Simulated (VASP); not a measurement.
Input of a VASP 6.6.1 run:

The input POSCAR:

```
La
1.0
   -2.0976438845      2.0976438845      2.0976438845
    2.0976438845     -2.0976438845      2.0976438845
    2.0976438845      2.0976438845     -2.0976438845
La
1
Direct
    0.0000000000      0.0000000000      0.0000000000
```

File INCAR.step1:

```
SYSTEM = La
PREC = Accurate
ENCUT = 520
ISMEAR = -1
SIGMA = 0.1
LREAL = .False.
LASPH = .True.
NELM = 100
NBANDS = 12
GGA = PE
ALGO = Normal
EDIFF = 1E-4
LWAVE = .True.
LCHARG = .False.
```

File INCAR.step2:

```
SYSTEM = La
PREC = Accurate
ENCUT = 520
EDIFF = 1E-7
ISMEAR = -1
SIGMA = 0.1
LREAL = .False.
LASPH = .True.
NELM = 100
ALGO = Normal
ISIF = 2
LWAVE = .False.
LCHARG = .True.
METAGGA = R2SCAN
LMIXTAU = .True.
LELF = .True.
LVHAR = .True.
NBANDS = 12
ISTART = 1
```

File KPOINTS:

```
regular mesh
0
Gamma
  12 12 12
  0 0 0
```

Potentials or basis: VASP PAW PBE potentials, release 64 (La).

The run is started by

```bash
$ cat potpaw_PBE.64/La/POTCAR > POTCAR
$ cp INCAR.step1 INCAR
$ mpirun -np 1 vasp_std > vasp.out
$ cp INCAR.step2 INCAR
$ mpirun -np 1 vasp_std > vasp.out
```

Q: Predict the pressure.

A: 1.2 GPa.

Q: Estimate the band gap on the k mesh.

A: Zero (an odd number of electrons rules out a gap without spin polarisation).

Caveat: the PAW data sets were made with another functional, which shifts forces and pressure a little; spin-orbit coupling is left out, which moves the levels of the heavy elements.
